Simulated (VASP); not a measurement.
# Y (Fm-3m) in VASP: notebook, part 2 of 2

VASP 6.6.1.

### Step 4. Single point, PBEsol

This run uses another cell than the first one, of 24.16 Å³/atom.

File INCAR:

```
SYSTEM = Y
PREC = Accurate ; ENCUT = 520
EDIFF = 1E-7 ; ISMEAR = 0
SIGMA = 0.1 ; LREAL = .FALSE.
LASPH = .TRUE. ; NELM = 80
ALGO = Normal ; ISIF = 2
LWAVE = .FALSE. ; LCHARG = .FALSE.
GGA = PS ; NBANDS = 12
```

File KPOINTS:

```
Automatic mesh
0
G
  16 16 16
  0 0 0
```

File POSCAR:

```
Y
1.0
    0.0000000000      2.2946138132      2.2946138132
    2.2946138132      0.0000000000      2.2946138132
    2.2946138132      2.2946138132      0.0000000000
Y
1
Direct
    0.0000000000      0.0000000000      0.0000000000
```

On the command line:

```
$ cat potpaw_PBE.64/Y_sv/POTCAR > POTCAR
$ mpirun -np 1 vasp_std > vasp.out
```

It took 14 s on 1 thread of Intel Xeon 6975P-C (Granite Rapids), shared host; peak memory 0.18 GiB.

Results (log left out):

```yaml
Free_energy: -6.5507 eV
Pressure: 14.7 GPa
Band_gap_on_the_k_mesh: zero (an odd number of electrons rules out a gap without spin polarisation)
```

Levels at points of the mesh, in eV from the Fermi level:
| k point | band 2 | band 3 | band 4 | band 5 | band 6 | band 7 | band 8 | band 9 |
| --- | --- | --- | --- | --- | --- | --- | --- | --- |
| (0.00, 0.00, 0.00) | -21.29 | -21.29 | -21.29 | -5.02 | 2.10 | 2.10 | 2.10 | 4.96 |
| (0.50, 0.00, 0.00) | -22.75 | -21.47 | -21.47 | -2.35 | 1.83 | 1.83 | 1.92 | 7.10 |
| (0.50, 0.50, 0.00) | -22.64 | -21.80 | -21.80 | -2.53 | -1.53 | 3.89 | 7.13 | 7.75 |

Caveat: the cell stands under pressure; the PAW data sets were made with another functional, which shifts forces and pressure a little.

### Step 5. Relaxation of cell and atoms, PBEsol, target pressure 8 GPa, at which the enthalpy is minimised

This run uses another cell than the first one, of 26.67 Å³/atom.

File INCAR:

```
SYSTEM = Y
ALGO = Normal
EDIFF = 1E-7
EDIFFG = -0.008
ENCUT = 600
GGA = PS
IBRION = 2
ISIF = 3
ISMEAR = 0
LASPH = .TRUE.
LCHARG = .FALSE.
LREAL = .FALSE.
LWAVE = .FALSE.
NELM = 80
NSW = 70
PREC = Accurate
PSTRESS = 80.0
SIGMA = 0.1
```

File KPOINTS:

```
k-points
0
G
  14 14 14
  0 0 0
```

File POSCAR:

```
Y
1.0
    0.0000000000      2.3713701071      2.3713701071
    2.3713701071      0.0000000000      2.3713701071
    2.3713701071      2.3713701071      0.0000000000
Y
1
Direct
    0.0000000000      0.0000000000      0.0000000000
```

On the command line:

```
$ cat potpaw_PBE.64/Y_sv/POTCAR > POTCAR
$ mpirun -np 1 vasp_std > vasp.out
```

Wall time 42 s (1 thread of Intel Xeon 6975P-C (Granite Rapids), shared host); peak memory 0.21 GiB.

It converged, with:

```
Free energy                                                : -6.7085 eV
Relaxed volume                                             : 26.42 Å³/atom
Relaxed cell                                               : a = 3.343 Å, b = 3.343 Å, c = 3.343 Å, α = 60.00°, β = 60.00°, γ = 60.00°
Space group after relaxing (to 0.1 Å)                      : Fm-3m (No. 225)
Energy change on relaxing (the run minimises the enthalpy) : +12.1 meV/atom
Ionic steps                                                : 3
Pressure after relaxing                                    : 8.0 GPa
Band gap on the k mesh                                     : zero (an odd number of electrons rules out a gap without spin polarisation)
```

The path:
| step | energy change (eV) | largest force (eV/Å) | pressure (GPa) | volume (Å³) |
| --- | --- | --- | --- | --- |
| 1 | 0.0000 | 0.0000 | 7.39 | 26.67 |
| 2 | 0.0191 | 0.0000 | 8.35 | 26.28 |
| 3 | 0.0121 | 0.0000 | 8.01 | 26.42 |

Final structure:
```cif
data_structure
_symmetry_space_group_name_H-M 'P 1'
_symmetry_Int_Tables_number 1
_cell_length_a 3.3430
_cell_length_b 3.3430
_cell_length_c 3.3430
_cell_angle_alpha 60.000
_cell_angle_beta 60.000
_cell_angle_gamma 60.000
_cell_volume 26.42
loop_
_atom_site_label
_atom_site_type_symbol
_atom_site_fract_x
_atom_site_fract_y
_atom_site_fract_z
_atom_site_occupancy
Y1 Y 0.00000 0.00000 0.00000 1
```

Levels at points of the mesh, in eV from the Fermi level:
| k point | band 2 | band 3 | band 4 | band 5 | band 6 | band 7 | band 8 | band 9 |
| --- | --- | --- | --- | --- | --- | --- | --- | --- |
| (0.00, 0.00, 0.00) | -21.62 | -21.62 | -21.62 | -5.01 | 1.99 | 1.99 | 1.99 | 4.57 |
| (0.50, 0.00, 0.00) | -22.74 | -21.76 | -21.76 | -2.26 | 1.42 | 1.76 | 1.76 | 6.49 |
| (0.50, 0.50, 0.00) | -22.66 | -22.01 | -22.01 | -2.29 | -1.32 | 3.22 | 6.51 | 7.06 |

Caveat: the cell is relaxed towards a set pressure, so the run minimises the enthalpy, not the energy; the PAW data sets were made with another functional, which shifts forces and pressure a little.

### Step 6. Relaxation of cell and atoms, PBEsol, target pressure 3 GPa, at which the enthalpy is minimised

This run uses another cell than the first one, of 29.96 Å³/atom.

File INCAR:

```
PREC = Accurate
ENCUT = 600
EDIFF = 1E-6
ISMEAR = 0
SIGMA = 0.1
LREAL = F
LASPH = T
NELM = 80
ALGO = Normal
ISIF = 3
LWAVE = F
LCHARG = F
GGA = PS
IBRION = 2
NSW = 70
EDIFFG = -0.008
PSTRESS = 30.0
```

File KPOINTS:

```
Automatic mesh
0
Gamma
  14 14 14
```

File POSCAR:

```
Y
1.0
    0.0000000000      2.4651604131      2.4651604131
    2.4651604131      0.0000000000      2.4651604131
    2.4651604131      2.4651604131      0.0000000000
Y
1
Direct
    0.0000000000      0.0000000000      0.0000000000
```

Potentials or basis: VASP PAW PBE potentials, release 64 (Y_sv).

On the command line:

```
$ cat potpaw_PBE.64/Y_sv/POTCAR > POTCAR
$ mpirun -np 1 vasp_std > vasp.out
```

Run time: 41 s. Hardware: 1 thread of Intel Xeon 6975P-C (Granite Rapids), shared host; peak memory 0.21 GiB.

It converged, with:

| Quantity | Value |
| --- | --- |
| Free energy | -6.7883 eV |
| Relaxed volume | 28.80 Å³/atom |
| Relaxed cell | a = 3.441 Å, b = 3.441 Å, c = 3.441 Å, α = 60.00°, β = 60.00°, γ = 60.00° |
| Space group after relaxing (to 0.1 Å) | Fm-3m (No. 225) |
| Energy change on relaxing (the run minimises the enthalpy) | +14.5 meV/atom |
| Ionic steps | 3 |
| Pressure after relaxing | 3.0 GPa |
| Band gap on the k mesh | zero (an odd number of electrons rules out a gap without spin polarisation) |

The path:
```csv
step,energy change (eV),largest force (eV/Å),pressure (GPa),volume (Å³)
1,0.0000,0.0000,1.02,29.96
2,0.0232,0.0000,3.74,28.39
3,0.0145,0.0000,2.98,28.80
```

Final structure:
```yaml
crystal:
  lattice:
    - [0.00000, 2.43297, 2.43297]
    - [2.43297, 0.00000, 2.43297]
    - [2.43297, 2.43297, 0.00000]
  atoms:
    - { symbol: Y, position: [0.00000, 0.00000, 0.00000] }
```

Levels at points of the mesh, in eV from the Fermi level:
```
           k point  band 2  band 3  band 4  band 5  band 6  band 7  band 8  band 9
(0.00, 0.00, 0.00)  -21.92  -21.92  -21.92   -4.95    1.89    1.89    1.89    4.23
(0.50, 0.00, 0.00)  -22.77  -22.03  -22.03   -2.16    1.03    1.69    1.69    5.94
(0.50, 0.50, 0.00)  -22.71  -22.22  -22.22   -2.06   -1.13    2.67    5.96    6.45
```

Caveat: the cell is relaxed towards a set pressure, so the run minimises the enthalpy, not the energy; the PAW data sets were made with another functional, which shifts forces and pressure a little.

### Step 7. The runs side by side

```csv
task,cell,k mesh,cutoff (eV),gap on the mesh (eV),pressure (GPa)
single point,"a = 2.886 Å, angles 60.0°, 1 atom",18 × 18 × 18,520,none,59.7
single point,"a = 3.616 Å, angles 60.0°, 1 atom",14 × 14 × 14,520,none,-3.1
single point,"a = 3.245 Å, angles 60.0°, 1 atom",16 × 16 × 16,520,none,14.7
relaxation of cell and atoms,"relaxed to 8 GPa from a = 3.354 Å, angles 60.0°, 1 atom",14 × 14 × 14,600,none,8.0
relaxation of cell and atoms,"relaxed to 3 GPa from a = 3.486 Å, angles 60.0°, 1 atom",14 × 14 × 14,600,none,3.0
```

Alike in all rows: level PBEsol; potentials or basis VASP PAW PBE potentials, release 64 (Y_sv); no spin polarisation; smearing gaussian 0.1 eV.

Caveats: the PAW data sets were made with another functional, which shifts forces and pressure a little; the cell stands under pressure (at least some runs); the cell is relaxed towards a set pressure, so the run minimises the enthalpy, not the energy (at least some runs); the cell stands under tension (at least some runs).

Total energies depend on the potentials used, so only differences within one code and one set of settings carry meaning.
